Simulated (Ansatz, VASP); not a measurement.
# Two plane-wave programs on In

```
In
1.0
    -1.63935    1.63935    2.37558
     1.63935   -1.63935    2.37558
     1.63935    1.63935   -2.37558
In
1
Direct
  0.00000 0.00000 0.00000
```

Alike in both runs: task single point; functional LDA; k mesh 22 × 22 × 22; occupations gaussian, width 0.15 eV; no spin polarisation.

|  | VASP | Ansatz |
| --- | --- | --- |
| version | VASP 6.6.1 | Ansatz 0.2.0 |
| potentials or method | VASP PAW LDA potentials, release 64 (In_d), cutoff 520 eV | scalar-relativistic, plane waves, PAW |
| valence electrons in the cell | 13 | 13 |

|  | VASP | Ansatz | Ansatz less VASP |
| --- | --- | --- | --- |
| gap on the k mesh at the Fermi level (eV) | none | none | - |
| pressure (GPa) | -1.6 | -1.7 | -0.04 |
| traceless stress, the component that is largest in VASP (GPa) | 0.29 | 0.28 | -0.009 |

LDA's correlation is that of Perdew and Zunger in VASP and of Perdew and Wang (1992) in Ansatz. A gap of «none» marks a metal or a gap that the smearing closes.
